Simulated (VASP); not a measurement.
# TiB2: relaxation of cell and atoms with RPBE+D3(BJ)

The system is TiB2.

```
Ti B
1.0
     3.02920    0.00000    0.00000
    -1.51460    2.62336    0.00000
     0.00000    0.00000    3.22840
Ti B
1 2
Direct
  0.00000 0.00000 0.00000
  0.66667 0.33333 0.50000
  0.33333 0.66667 0.50000
```

| Quantity | Value |
| --- | --- |
| Program | VASP 6.6.1 |
| Task | relaxation of cell and atoms |
| Functional | RPBE |
| Dispersion | D3(BJ) |
| Potentials or basis | VASP PAW PBE potentials, release 64 (Ti_sv, B) |
| Cutoff | 600 eV |
| k mesh | 10 × 10 × 8 |
| Occupations | fermi-dirac, width 0.05 eV |
| Spin | no spin polarisation |
| Dipole correction | no |
| Further INCAR settings | ALGO = Normal; EDIFF = 1e-06; IBRION = 2; EDIFFG = -0.01; NSW = 60; ISIF = 3 |

The relaxed volume is 7.48 Å³/atom. The relaxed cell is a = 2.912 Å, b = 2.912 Å, c = 3.054 Å, α = 90.00°, β = 90.00°, γ = 120.00°, the space group after relaxing (to 0.1 Å) is P6/mmm (No. 191) and the energy gained by relaxing is 128.2 meV/atom. The ionic steps are 9, the pressure after relaxing is 0.0 GPa and the band gap on the k mesh is zero (bands 9 and 10 overlap by 0.95 eV). The dispersion energy per atom is -2.296 eV.

Step by step:
| step | energy change (eV) | largest force (eV/Å) | pressure (GPa) | volume (Å³) |
| --- | --- | --- | --- | --- |
| 1 | 0.0000 | 0.0000 | -34.35 | 25.66 |
| 2 | 0.1563 | 0.0000 | 62.85 | 19.43 |
| 3 | -0.3775 | 0.0000 | -1.17 | 22.57 |
| 4 | -0.3778 | 0.0000 | -0.34 | 22.50 |
| 5 | -0.3778 | 0.0000 | 0.52 | 22.44 |
| 6 | -0.3844 | 0.0000 | 0.73 | 22.37 |
| 7 | -0.3844 | 0.0000 | 0.78 | 22.38 |
| 8 | -0.3844 | 0.0000 | -0.80 | 22.48 |
| 9 | -0.3846 | 0.0000 | 0.02 | 22.43 |

Final structure:
```
CELL_PARAMETERS angstrom
2.91210 0.00000 0.00000
-1.45605 2.52195 0.00000
0.00000 0.00000 3.05359
ATOMIC_POSITIONS crystal
Ti 0.00000 0.00000 0.00000
B 0.66667 0.33333 0.50000
B 0.33333 0.66667 0.50000
```

Levels at points of the mesh, in eV from the Fermi level:
```csv
k point,band 6,band 7,band 8,band 9,band 10,band 11,band 12,band 13
"(0.00, 0.00, 0.00)",-2.94,-2.94,-2.34,-2.07,2.41,2.41,4.55,4.55
"(0.50, 0.00, 0.00)",-9.43,-3.44,-3.42,-2.57,1.74,3.34,3.96,3.96
"(0.00, 0.00, 0.50)",-8.09,-0.52,-0.52,-0.23,-0.23,0.60,0.60,2.33
"(0.50, 0.00, 0.50)",-7.72,-5.14,-4.24,-3.09,3.25,3.59,5.65,5.71
```

Wall time 90 s on 1 thread of AMD EPYC 9R45 96-Core Processor (Zen 5) (shared host), peak memory 0.15 GiB.

Caveat: the dispersion term is far too large for a dense solid, which distorts pressure and volume; the PAW data sets were made with another functional, which shifts forces and pressure a little.
